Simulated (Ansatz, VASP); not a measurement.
GaO in VASP and in Ansatz

INCAR

```
SYSTEM = GaO
PREC     = Accurate       ! precision mode
ENCUT    = 520            ! plane-wave cutoff, eV
EDIFF    = 1E-6           ! SCF threshold, eV
ISMEAR   = 0              ! smearing method
SIGMA    = 0.1            ! smearing width, eV
LREAL    = .False.        ! projectors in reciprocal space
LASPH    = .True.         ! aspherical terms in the spheres
NELM     = 80             ! most SCF steps
ALGO     = Normal         ! electronic algorithm
ISIF     = 2              ! what is computed and relaxed
LWAVE    = .False.        ! write WAVECAR
LCHARG   = .False.        ! write CHGCAR
GGA      = PS             ! functional
NBANDS   = 48             ! bands
```

Contents of KPOINTS:

```
Automatic mesh
0
Gamma
  6 6 2
  0 0 0
```

The input POSCAR:

```
GaO
1.0
    3.0748270013      0.0000000000      0.0000000000
   -1.5374135007      2.6628782954      0.0000000000
    0.0000000000      0.0000000000     13.0772611570
Ga O
4 4
Direct
    0.3333333333      0.6666666667      0.4250000000
    0.3333333333      0.6666666667      0.5750000000
    0.0000000000      0.0000000000      0.0750000000
    0.0000000000      0.0000000000      0.9250000000
    0.6666666667      0.3333333333      0.1500000000
    0.6666666667      0.3333333333      0.8500000000
    0.0000000000      0.0000000000      0.3500000000
    0.0000000000      0.0000000000      0.6500000000
```

Input for Ansatz:

```yaml
crystal:
  lattice:
    - [3.0748270013, 0.0, 0.0]
    - [-1.5374135007, 2.6628782954, 0.0]
    - [0.0, 0.0, 13.077261157]
  atoms:
    - { symbol: Ga, position: [0.3333333333, 0.6666666667, 0.425] }
    - { symbol: Ga, position: [0.3333333333, 0.6666666667, 0.575] }
    - { symbol: Ga, position: [0.0, 0.0, 0.075] }
    - { symbol: Ga, position: [0.0, 0.0, 0.925] }
    - { symbol: O, position: [0.6666666667, 0.3333333333, 0.15] }
    - { symbol: O, position: [0.6666666667, 0.3333333333, 0.85] }
    - { symbol: O, position: [0.0, 0.0, 0.35] }
    - { symbol: O, position: [0.0, 0.0, 0.65] }
basis:
  ecutwfc: 420
kpoints:
  mp_grid: { grid: [6, 6, 2] }
hamiltonian:
  xc: pbesol
scf:
  occupations: { method: gaussian, width: 0.1 }
output:
  forces: true
  stress: true
  eigenvalues: true
```

Alike in both runs: task single point; functional PBEsol; k mesh 6 × 6 × 2; occupations gaussian, width 0.1 eV; no spin polarisation.

|  | VASP | Ansatz |
| --- | --- | --- |
| version | VASP 6.6.1 | Ansatz 0.2.0 |
| potentials or method | VASP PAW PBE potentials, release 64 (Ga_d, O), cutoff 520 eV | scalar-relativistic, plane waves, PAW |
| valence electrons in the cell | 76 | 76 |

```tsv
	VASP	Ansatz	Ansatz less VASP
gap on the k mesh at the Fermi level (eV)	1.66	1.68	+0.020
least direct gap on the mesh (eV)	1.93	1.94	+0.005
pressure (GPa)	4.7	3.7	-0.98
traceless stress, the component that is largest in VASP (GPa)	30.85	29.85	-1.000
rms of the force components (eV/Å)	4.719	4.589	-0.1301
```

VASP's potentials were made for PBE, not for PBEsol. Atom by atom the forces differ by 0.136 eV/Å (rms over components). With one functional, cell and mesh, what is left measures potentials, basis and numerics.
